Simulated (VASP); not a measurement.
# HC18F in VASP: notebook

Runs on HC18F. Level: PBE+D3(BJ). Tasks: single point.

Everything below comes from runs of VASP 6.6.1. Logs are shortened: lines on timing, memory, paths and dates and some standing lists are left out, and cuts for length are marked.

### Step 1. The cell of the first run

The cell holds a slab with vacuum, 20 atoms: a = 7.398 Å, b = 7.398 Å, c = 12.000 Å, α = 90.00°, β = 90.00°, γ = 120.00°.

### Step 2. Single point, PBE+D3(BJ)

Contents of INCAR:

```
ALGO = Normal
EDIFF = 1E-6
ENCUT = 520
GGA = PE
ISIF = 2
ISMEAR = 0
IVDW = 12
LASPH = T
LCHARG = T
LELF = T
LREAL = Auto
LVHAR = T
LWAVE = F
NBANDS = 56
NELM = 100
PREC = Accurate
SIGMA = 0.05
```

Contents of KPOINTS:

```
k-points
0
Gamma
  2 2 1
```

Contents of POSCAR:

```
HC18F
1.0
    7.3980000000      0.0000000000      0.0000000000
   -3.6990000000      6.4068560000      0.0000000000
    0.0000000000      0.0000000000     12.0000000000
C F H
18 1 1
Direct
   -0.0085414895     -0.0108126357      0.0798232500
    0.2163119318      0.1016646855      0.0795714167
   -0.0067531052      0.3238157686      0.0736551667
    0.2143992320      0.4347592641      0.0758837500
   -0.0064606848      0.6556239129      0.0807422500
    0.2151974836      0.7667028883      0.0754138333
    0.3268448997     -0.0087019281      0.0766132500
    0.5477757206      0.1013813952      0.0747946667
    0.3265849471      0.3225745982      0.0795885000
    0.5475511442      0.4328762813      0.0795695000
    0.3253713479      0.6559727579      0.0736550000
    0.5497887678      0.7682815097      0.0756515000
    0.6600995148     -0.0109404675      0.0745599167
    0.8809382600      0.0994017971      0.0756543333
    0.6578862324      0.3223726271      0.0766160000
    0.8824901802      0.4340244263      0.0754203333
    0.6600288165      0.6577261921      0.0798228333
    0.8808795711      0.7682790124      0.0820828333
    0.1209191868      0.5282706526      0.2777397500
    0.0609645355      0.5882023882      0.2292528333
```

Potentials or basis: VASP PAW PBE potentials, release 64 (C, F, H).

On the command line:

```bash
$ cat potpaw_PBE.64/C/POTCAR potpaw_PBE.64/F/POTCAR potpaw_PBE.64/H/POTCAR > POTCAR
$ mpirun -np 1 vasp_std > vasp.out
```

OUTCAR:

```text
EDIFF = 1E-6
   ENCUT = 520
   GGA = PE
   ISIF = 2
   ISMEAR = 0
   IVDW = 12
   LASPH = T
   LREAL = Auto
   NELM = 100
   PREC = Accurate
 IVDW          = 12

 ion  position               nearest neighbor table
   1  0.991  0.989  0.080-  14 1.42  18 1.42   2 1.44
   2  0.216  0.102  0.080-   9 1.42   7 1.42   1 1.44
   3  0.993  0.324  0.074-  16 1.42   4 1.42  14 1.44
   4  0.214  0.435  0.076-   3 1.42  11 1.42   9 1.44
   5  0.994  0.656  0.081-  16 1.42   6 1.42  18 1.44
   6  0.215  0.767  0.075-  11 1.42   5 1.42   7 1.44
[... 10 lines left out ...]
  17  0.660  0.658  0.080-  18 1.42  12 1.42  10 1.44
  18  0.881  0.768  0.082-  17 1.42   1 1.42   5 1.44
  19  0.121  0.528  0.278-  20 0.96
  20  0.061  0.588  0.229-  19 0.96

  LATTYP: Found a hexagonal cell.
 ALAT       =     7.3980000000
 C/A-ratio  =     1.6220600162

  Lattice vectors:

 A1 = (   7.3980000000,   0.0000000000,   0.0000000000)
 A2 = (  -3.6990000000,   6.4068560000,   0.0000000000)
 A3 = (   0.0000000000,   0.0000000000,  12.0000000000)

Analysis of symmetry for initial positions (statically):
=====================================================================
 Subroutine PRICEL returns:
 Original cell was already a primitive cell.

 Routine SETGRP: Setting up the symmetry group for a
 hexagonal supercell.

 Subroutine GETGRP returns: Found  1 space group operations
 (whereof  1 operations were pure point group operations)
 out of a pool of 24 trial point group operations.

The static configuration has the point symmetry C_1 .

Analysis of symmetry for dynamics (positions and initial velocities):
=====================================================================
 Subroutine PRICEL returns:
 Original cell was already a primitive cell.

 Routine SETGRP: Setting up the symmetry group for a
 hexagonal supercell.

 Subroutine GETGRP returns: Found  1 space group operations
 (whereof  1 operations were pure point group operations)
 out of a pool of 24 trial point group operations.

The dynamic configuration has the point symmetry C_1 .

 Subroutine INISYM returns: Found  1 space group operations
 (whereof  1 operations are pure point group operations),
 and found     1 'primitive' translations

----------------------------------------------------------------------------------------

                                     Primitive cell

  volume of cell :     568.7750

  direct lattice vectors                    reciprocal lattice vectors
     7.398000000  0.000000000  0.000000000     0.135171668  0.078041398  0.000000000
    -3.699000000  6.406856000  0.000000000     0.000000000  0.156082796  0.000000000
     0.000000000  0.000000000 12.000000000     0.000000000  0.000000000  0.083333333

  length of vectors
     7.398000000  7.398000054 12.000000000     0.156082797  0.156082796  0.083333333

  position of ions in fractional coordinates (direct lattice)
     0.991458511  0.989187364  0.079823250
     0.216311932  0.101664685  0.079571417
     0.993246895  0.323815769  0.073655167
     0.214399232  0.434759264  0.075883750
     0.993539315  0.655623913  0.080742250
     0.215197484  0.766702888  0.075413833
[... 12 lines left out ...]
     0.120919187  0.528270653  0.277739750
     0.060964535  0.588202388  0.229252833

  ion indices of the primitive-cell ions
   primitive index   ion index
                 1           1
                 2           2
                 3           3
                 4           4
                 5           5
                 6           6
[... 12 lines left out ...]
                19          19
                20          20

----------------------------------------------------------------------------------------

 KPOINTS: k-points

Automatic generation of k-mesh.
 Grid dimensions read from file:
 generate k-points for:    2    2    1

 Generating k-lattice:

  Cartesian coordinates                     Fractional coordinates (reciprocal lattice)
     0.067585834  0.039020699  0.000000000     0.500000000  0.000000000  0.000000000
     0.000000000  0.078041398  0.000000000     0.000000000  0.500000000  0.000000000
     0.000000000  0.000000000  0.083333333     0.000000000  0.000000000  1.000000000

  Length of vectors
     0.078041399  0.078041398  0.083333333

  Shift w.r.t. Gamma in fractional coordinates (k-lattice)
     0.000000000  0.000000000  0.000000000

 Subroutine IBZKPT returns following result:
 ===========================================

 Found      4 irreducible k-points:

 Following reciprocal coordinates:
            Coordinates               Weight
  0.000000  0.000000  0.000000      1.000000
  0.500000  0.000000  0.000000      1.000000
  0.000000  0.500000  0.000000      1.000000
  0.500000  0.500000  0.000000      1.000000
   k-points           NKPTS =      4   k-points in BZ     NKDIM =      4   number of bands    NBANDS=     56
   number of dos      NEDOS =    301   number of ions     NIONS =     20
[... 28 lines left out ...]
   NUPDOWN=      -1.0000    fix difference up-down
   EMIN   =  10.00;   EMAX   =-10.00  energy-range for DOS
   EFERMI =   0.00;   METHOD = LEGACY
   ISMEAR =     0;   SIGMA  =   0.05  broadening in eV -4-tet -1-fermi 0-gaus
   EFERMI_NEDOS =   21; number of points for ismear=-14 and -15
   IALGO  =     38    algorithm
   IMIX   =      4    mixing-type and parameters
     AMIX     =   0.40;   BMIX     =  1.00
     AMIX_MAG =   1.60;   BMIX_MAG =  1.00
  volume/ion in A,a.u.               =      28.44       191.91
  Fermi-wavevector in a.u.,A,eV,Ry     =   0.851382  1.608879  9.862209  0.724852
  Thomas-Fermi vector in A             =   1.967507
   LORBIT       =      0    0 simple, 1 ext, 2 COOP (PROOUT), +10 PAW based schemes
   GGA     = PE    functional components
   LHFCALC =     F    Hartree Fock is set to
   AEXX    =    0.0000 exact exchange contribution
   IVDW    =    12    specifies the selected vdW correction
   LEPSILON=     F    determine dielectric tensor
   LRPA    =     F    only Hartree local field effects (RPA)
 non-spin polarized calculation
 Gauss-broadening in eV      SIGMA  =   0.05
  energy-cutoff  :      520.00
  volume of cell :      568.78
 maximum number of plane-waves:     15363
 NGX is ok and might be reduce to    56
   NGX = 27   NGY = 27   NGZ = 45

 number of electron      79.9999993 magnetization

 Free energy of the ion-electron system (eV)
  ---------------------------------------------------
  ext. energy  EPLUGINS =         0.00000000
  ---------------------------------------------------
  free energy    TOTEN  =      -173.25110278 eV

  energy without entropy =     -173.25012007  energy(sigma->0) =     -173.25061143

 E-fermi :  -1.9366     XC(G=0):  -3.8752

 val. band max:       -2.0185040902   @ k =   0.0000   0.0000   0.0000
 cond. band min:      -1.8538400667   @ k =   0.0000   0.0000   0.0000
 fundamental gap:      0.1646640235
 Fermi energy:        -1.9366276981

 k-point     1 :       0.0000    0.0000    0.0000
  band No.  band energies     occupation
      1     -26.7343      2.00000
      2     -21.4586      2.00000
      3     -18.9972      2.00000
      4     -18.9407      2.00000
      5     -18.8542      2.00000
      6     -18.8494      2.00000
[... 44 lines left out ...]
     51       3.5608      0.00000
     52       4.5372      0.00000

 k-point     2 :       0.5000    0.0000    0.0000
  band No.  band energies     occupation
      1     -26.7343      2.00000
      2     -20.8251      2.00000
      3     -20.7868      2.00000
      4     -19.5578      2.00000
      5     -19.4701      2.00000
      6     -17.0794      2.00000
[... 44 lines left out ...]
     51       4.2358      0.00000
     52       4.3435      0.00000

 k-point     3 :       0.0000    0.5000    0.0000
  band No.  band energies     occupation
      1     -26.7343      2.00000
      2     -20.8251      2.00000
      3     -20.7867      2.00000
      4     -19.5576      2.00000
      5     -19.4704      2.00000
      6     -17.0790      2.00000
[... 44 lines left out ...]
     51       4.2358      0.00000
     52       4.3433      0.00000

 k-point     4 :       0.5000    0.5000    0.0000
  band No.  band energies     occupation
      1     -26.7343      2.00000
      2     -20.8346      2.00000
      3     -20.7773      2.00000
      4     -19.5588      2.00000
      5     -19.4678      2.00000
      6     -17.0928      2.00000
[... 44 lines left out ...]
     51       4.2168      0.00000
     52       4.3485      0.00000
 [bands above 52 left out]

------------------------ aborting loop because EDIFF is reached ----------------------------------------

 Edisp (eV)   -1.72770

 E8    (eV) :    -0.5308

  FORCE on cell =-STRESS in cart. coord.  units (eV):
  Direction    XX          YY          ZZ          XY          YZ          ZX
  --------------------------------------------------------------------------------------
  -------------------------------------------------------------------------------------
  Total       0.55347     1.03427     1.98559     0.41110     0.18993    -0.32818
  in kB       1.55907     2.91342     5.59319     1.15802     0.53501    -0.92443
  external pressure =        3.36 kB  Pullay stress =        0.00 kB

 VOLUME and BASIS-vectors are now :
 -----------------------------------------------------------------------------
  energy-cutoff  :      520.00
  volume of cell :      568.78
      direct lattice vectors                 reciprocal lattice vectors
     7.398000000  0.000000000  0.000000000     0.135171668  0.078041398  0.000000000
    -3.699000000  6.406856000  0.000000000     0.000000000  0.156082796  0.000000000
     0.000000000  0.000000000 12.000000000     0.000000000  0.000000000  0.083333333

 POSITION                                       TOTAL-FORCE (eV/Angst)
 -----------------------------------------------------------------------------------
      3.67581      6.33758      0.95788         0.003070      0.005892     -0.047218
      1.22422      0.65135      0.95486        -0.000883     -0.001097     -0.053600
      6.15025      2.07464      0.88386         0.028395      0.004987     -0.043381
     -0.02205      2.78544      0.91061         0.019737     -0.012671     -0.275290
      4.92505      4.20049      0.96891        -0.027891      0.019391     -0.398378
     -1.24400      4.91216      0.90497        -0.039327     -0.026823     -0.011400
[... 12 lines left out ...]
     -1.05951      3.38455      3.33288        -0.514079      0.295885      0.525459
     -1.72475      3.76853      2.75103         0.492080     -0.283989      0.530638
 -----------------------------------------------------------------------------------
    total drift:                               -0.024963      0.006056     -0.012202

  FREE ENERGIE OF THE ION-ELECTRON SYSTEM (eV)
  ---------------------------------------------------
  free  energy   TOTEN  =      -174.9787981918 eV

  energy  without entropy=     -174.9778154872  energy(sigma->0) =     -174.97830684
```

Wall time 5.4 min (1 thread of Intel Xeon Platinum 8259CL at 2.50GHz (Skylake/Cascade Lake), shared host); peak memory 0.6 GiB.

What came out:

| Property | Result |
| --- | --- |
| Free energy | -174.9788 eV |
| Largest force | 0.792 eV/Å |
| Band gap on the k mesh | 0.16 eV |
| Dispersion energy per atom | -0.086 eV |

Forces in eV/Å, atoms in the order of the input:
```
C    0.003  0.006 -0.047
C   -0.001 -0.001 -0.054
C    0.028  0.005 -0.043
C    0.020 -0.013 -0.275
C   -0.028  0.019 -0.398
C   -0.039 -0.027 -0.011
C    0.003  0.005  0.028
C   -0.007  0.003  0.046
C    0.017 -0.011 -0.121
C    0.000  0.000 -0.054
C    0.003 -0.031 -0.041
C   -0.003 -0.002  0.013
C    0.019  0.003  0.039
C    0.002  0.003  0.019
C   -0.004 -0.006  0.022
C    0.001  0.048 -0.005
C    0.003 -0.010 -0.043
C    0.006 -0.005 -0.130
F   -0.514  0.296  0.525
H    0.492 -0.284  0.531
```

Caveat: the k points lie up to 0.49 Å⁻¹ apart; there is no dipole correction, which matters where the two faces differ.

### Step 3. Single point, PBE+D3(BJ)

INCAR: that of step 2 with these lines changed.

```diff
@@ -8,6 +8,4 @@
 LASPH = T
-LCHARG = T
-LELF = T
+LCHARG = F
 LREAL = Auto
-LVHAR = T
 LWAVE = F
```

KPOINTS is that of step 2.

Contents of POSCAR:

```
HC18F
1.0
    7.3980000000      0.0000000000      0.0000000000
   -3.6990000000      6.4068560000      0.0000000000
    0.0000000000      0.0000000000     12.0000000000
C F H
18 1 1
Direct
   -0.0094635820     -0.0089806919      0.0811193333
    0.2154547248      0.1039264813      0.0810608333
   -0.0105278334      0.3239924543      0.0744667500
    0.2129067754      0.4380752431      0.0881681667
   -0.0052509435      0.6562326358      0.1001170833
    0.2196325522      0.7719385296      0.0742993333
    0.3263125996     -0.0067465228      0.0740020000
    0.5480892489      0.1028927449      0.0711330833
    0.3254090179      0.3255731048      0.0847783333
    0.5470555875      0.4355275037      0.0810607500
    0.3269895347      0.6615094830      0.0744654167
    0.5494878903      0.7706678596      0.0734044167
    0.6591039472     -0.0081219244      0.0712119167
    0.8803138183      0.1014940870      0.0734053333
    0.6577283697      0.3246692293      0.0740025833
    0.8790428693      0.4313493233      0.0743007500
    0.6599627982      0.6604454665      0.0811188333
    0.8800333754      0.7709483403      0.0877525000
    0.1584832696      0.4925091184      0.2574061667
    0.0238925022      0.6270940068      0.1932818333
```

Potentials or basis: VASP PAW PBE potentials, release 64 (C, F, H).

On the command line:

```bash
$ cat potpaw_PBE.64/C/POTCAR potpaw_PBE.64/F/POTCAR potpaw_PBE.64/H/POTCAR > POTCAR
$ mpirun -np 1 vasp_std > vasp.out
```

Run time: 4.9 min. Hardware: 1 thread of Intel Xeon Platinum 8259CL at 2.50GHz (Skylake/Cascade Lake), shared host; peak memory 0.59 GiB.

The run converged. Its results:

| Quantity | Value |
| --- | --- |
| Free energy | -172.5467 eV |
| Largest force | 0.022 eV/Å |
| Band gap on the k mesh | 0.16 eV |
| Dispersion energy per atom | -0.086 eV |

Forces on the atoms (eV/Å):
```
C    0.000  0.007  0.004
C   -0.009 -0.002  0.004
C    0.001 -0.006 -0.007
C   -0.003  0.003  0.005
C   -0.015  0.002 -0.007
C   -0.007 -0.005 -0.006
C   -0.002 -0.002 -0.002
C    0.010  0.001  0.000
C   -0.006 -0.001 -0.005
C    0.002  0.004  0.002
C    0.003 -0.003 -0.005
C    0.004  0.000 -0.002
C    0.006  0.004  0.001
C   -0.004  0.002 -0.002
C    0.004  0.000 -0.002
C   -0.006  0.005 -0.008
C    0.002 -0.004  0.006
C    0.013 -0.003  0.000
F    0.003  0.000  0.004
H    0.005 -0.002  0.021
```

Levels at points of the mesh, in eV from the valence-band top:
```tsv
k point	band 38	band 39	band 40	band 41	band 42	band 43
(0.00, 0.00, 0.00)	-1.56	-1.34	0.00	0.16	0.36	2.60
(0.50, 0.00, 0.00)	-1.71	-1.37	-1.08	0.47	2.04	2.51
(0.00, 0.50, 0.00)	-1.71	-1.37	-1.08	0.47	2.04	2.51
(0.50, 0.50, 0.00)	-1.71	-1.42	-1.37	0.74	1.94	2.48
```

Caveat: the k points lie up to 0.49 Å⁻¹ apart; there is no dipole correction, which matters where the two faces differ.

### Step 4. Single point, PBE+D3(BJ)

Contents of INCAR:

```
SYSTEM = HC18F
ALGO     = Normal         ! electronic algorithm
EDIFF    = 1E-7           ! SCF threshold, eV
ENCUT    = 520            ! plane-wave cutoff, eV
GGA      = PE             ! functional
ISIF     = 2              ! what is computed and relaxed
ISMEAR   = 0              ! smearing method
IVDW     = 12             ! dispersion correction
LASPH    = .True.         ! aspherical terms in the spheres
LCHARG   = .False.        ! write CHGCAR
LREAL    = Auto         
LWAVE    = .False.        ! write WAVECAR
NBANDS   = 56             ! bands
NELM     = 60             ! most SCF steps
PREC     = Accurate       ! precision mode
SIGMA    = 0.05           ! smearing width, eV
```

Contents of KPOINTS:

```
k-points
0
Gamma
  2 2 1
  0 0 0
```

Contents of POSCAR:

```
HC18F
1.0
    7.3980000000      0.0000000000      0.0000000000
   -3.6990000000      6.4068560000      0.0000000000
    0.0000000000      0.0000000000     12.0000000000
C F H
18 1 1
Direct
   -0.0118111409     -0.0052743499      0.0758726667
    0.2153514909      0.1072171749      0.0767258333
   -0.0128953277      0.3281831213      0.0779618333
    0.2126235891      0.4401647235      0.1084334167
   -0.0091872486      0.6618901689      0.1069402500
    0.2179530614      0.7738961200      0.0787311667
    0.3250719973     -0.0038992604      0.0706875833
    0.5465838175      0.1062692840      0.0667075833
    0.3264816708      0.3263126251      0.0820669167
    0.5455756507      0.4374402983      0.0767124167
    0.3247159805      0.6658574814      0.0781633333
    0.5471049968      0.7738325943      0.0697522500
    0.6576104132     -0.0047110470      0.0662217500
    0.8790888493      0.1057894855      0.0696636667
    0.6567713196      0.3278216336      0.0706010833
    0.8789807981      0.4348307501      0.0785349167
    0.6580454146      0.6645925864      0.0759057500
    0.8766536787      0.7761635348      0.0811238333
    0.2099699294      0.4424110671      0.2341690833
   -0.0076519412      0.6597304513      0.2000244167
```

On the command line:

```bash
$ cat potpaw_PBE.64/C/POTCAR potpaw_PBE.64/F/POTCAR potpaw_PBE.64/H/POTCAR > POTCAR
$ mpirun -np 1 vasp_std > vasp.out
```

Run time: 5.4 min. Hardware: 1 thread of Intel Xeon Platinum 8259CL at 2.50GHz (Skylake/Cascade Lake), shared host; peak memory 0.6 GiB.

The run converged. Its results:

```yaml
Free_energy: -173.0788 eV
Largest_force: 0.178 eV/Å
Band_gap_on_the_k_mesh: 0.33 eV
Dispersion_energy_per_atom: -0.085 eV
```

Forces in eV/Å, atoms in the order of the input:
```
C    0.019  0.026  0.003
C   -0.007 -0.015 -0.009
C    0.000 -0.010  0.000
C    0.013  0.005 -0.160
C    0.032 -0.014 -0.035
C   -0.015 -0.015 -0.001
C   -0.012  0.015  0.001
C    0.009  0.008 -0.002
C   -0.017  0.005  0.006
C    0.015  0.020 -0.007
C    0.006 -0.006 -0.005
C    0.014 -0.005 -0.003
C   -0.014  0.005 -0.001
C    0.002 -0.022 -0.002
C   -0.007 -0.017  0.002
C   -0.010  0.038 -0.001
C   -0.006 -0.016 -0.009
C   -0.009 -0.014  0.002
F   -0.004  0.000  0.178
H   -0.008  0.011  0.043
```

Levels at points of the mesh, in eV from the valence-band top:
```
           k point  band 36  band 37  band 38  band 39  band 40  band 41  band 42  band 43  band 44  band 45
(0.00, 0.00, 0.00)    -2.95    -2.74    -2.64    -1.61     0.00     0.33     1.53     2.47     3.60     4.53
(0.50, 0.00, 0.00)    -3.55    -2.48    -2.41    -2.24    -1.10     0.66     2.13     2.62     2.83     3.89
(0.00, 0.50, 0.00)    -3.55    -2.48    -2.41    -2.24    -1.10     0.66     2.13     2.62     2.83     3.89
(0.50, 0.50, 0.00)    -2.65    -2.49    -2.42    -2.37    -2.17     1.80     2.07     2.60     2.76     2.77
```

Caveat: the k points lie up to 0.49 Å⁻¹ apart; there is no dipole correction, which matters where the two faces differ.

### Step 5. Summary

```tsv
cell	gap on the mesh (eV)	largest force (eV/Å)
as given, atomic positions A	0.16	0.79
as given, atomic positions B	0.16	0.02
as given, atomic positions C	0.33	0.18
```

Alike in all rows: task single point; level PBE+D3(BJ); potentials or basis VASP PAW PBE potentials, release 64 (C, F, H); no spin polarisation; k mesh 2 × 2 × 1; cutoff (eV) 520; smearing gaussian 0.05 eV.

Caveats: all runs use coarse meshes; there is no dipole correction, which matters where the two faces differ.

Total energies depend on the potentials used, so only differences within one code and one set of settings carry meaning.
